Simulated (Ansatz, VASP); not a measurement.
## One calculation of Ir, two programs

INCAR

```
PREC = Accurate
ENCUT = 600
EDIFF = 1E-7
ISMEAR = -1
SIGMA = 0.05
LREAL = False
LASPH = True
NELM = 80
ALGO = Normal
ISIF = 3
LWAVE = False
LCHARG = False
GGA = PE
IBRION = 2
NSW = 100
EDIFFG = -0.003
```

File KPOINTS:

```
regular mesh
0
Gamma
  23 23 23
```

Contents of POSCAR:

```
Ir
1.0
    0.0000000000      1.9197000000      1.9197000000
    1.9197000000      0.0000000000      1.9197000000
    1.9197000000      1.9197000000      0.0000000000
Ir
1
Direct
    0.0000000000      0.0000000000      0.0000000000
```

Input for Ansatz:

```yaml
crystal:
  lattice:
    - [0.0, 1.9197, 1.9197]
    - [1.9197, 0.0, 1.9197]
    - [1.9197, 1.9197, 0.0]
  atoms:
    - { symbol: Ir, position: [0.0, 0.0, 0.0] }
kpoints:
  mp_grid: { grid: [23, 23, 23] }
scf:
  occupations: { method: fermi_dirac, width: 0.05 }
hamiltonian:
  xc: pbe
  pseudopotentials: { kind: paw }
output:
  forces: true
  stress: true
  write_density: true
  write_potential: true
  elf: true
  volumetric_format: npy
relax:
  f_tol: 0.003
  max_steps: 80
  cell: {}
```

Alike in both runs: task relaxation of cell and atoms; functional PBE; k mesh 23 × 23 × 23; occupations fermi-dirac, width 0.05 eV; no spin polarisation.

|  | VASP | Ansatz |
| --- | --- | --- |
| version | VASP 6.6.1 | Ansatz 0.2.0 |
| potentials or method | VASP PAW PBE potentials, release 64 (Ir) | PAW with Ansatz's default frozen-core files, scalar-relativistic |
| plane-wave cutoff (eV) | 600 | 420 |
| valence electrons in the cell | 9 | 17 |

```tsv
	VASP	Ansatz	Ansatz less VASP
relaxed volume (Å³/atom)	14.52	14.50	-0.025
relaxed cell length with the largest relative difference (Å)	2.738	2.737	-0.0016
```

VASP's potentials hold 9 valence electrons a cell and Ansatz's 17, so a difference there can come from the potentials and not from the codes.

Neither program's run includes spin-orbit coupling.
